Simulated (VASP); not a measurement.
Write the native input for VASP 6.6.1 that does the following.

```
Task                   : single point
Functional             : PBE
Potentials or basis    : VASP PAW PBE potentials, release 64 (Cr_pv)
Cutoff                 : 500 eV
k mesh                 : 20 × 20 × 20
Occupations            : gaussian, width 0.1 eV
Spin                   : no spin polarisation
Dipole correction      : no
Further INCAR settings : ALGO = Normal; EDIFF = 1e-06; NBANDS = 12
```

The structure of Cr lies in POSCAR:

```
Cr
1.0
   -1.4238877458      1.4238877458      1.4238877458
    1.4238877458     -1.4238877458      1.4238877458
    1.4238877458      1.4238877458     -1.4238877458
Cr
1
Direct
    0.0000000000      0.0000000000      0.0000000000
```

One way to write it, as run:

INCAR

```
SYSTEM = Cr
PREC = Accurate
ENCUT = 500
EDIFF = 1E-6
ISMEAR = 0
SIGMA = 0.1
LREAL = .False.
LASPH = .True.
NELM = 120
ALGO = Normal
ISIF = 2
LWAVE = .False.
LCHARG = .False.
GGA = PE
NBANDS = 12
GGA_COMPAT = .False.
```

KPOINTS

```
Automatic mesh
0
Gamma
  20 20 20
  0 0 0
```

Potentials or basis: VASP PAW PBE potentials, release 64 (Cr_pv).

The run is started by

```console
$ cat potpaw_PBE.64/Cr_pv/POTCAR > POTCAR
$ mpirun -np 1 vasp_std > vasp.out
```

It gave:

- Pressure: -1.3 GPa
- Band gap on the k mesh: zero (band 6 reaches 13.42 eV, above the bottom of band 7 at 10.07 eV)

Caveat: the run has no spin polarisation, though such a crystal can be magnetic.

Run time: 36 s on 1 thread of Intel Xeon 8259CL (shared host), peak memory 0.14 GiB.
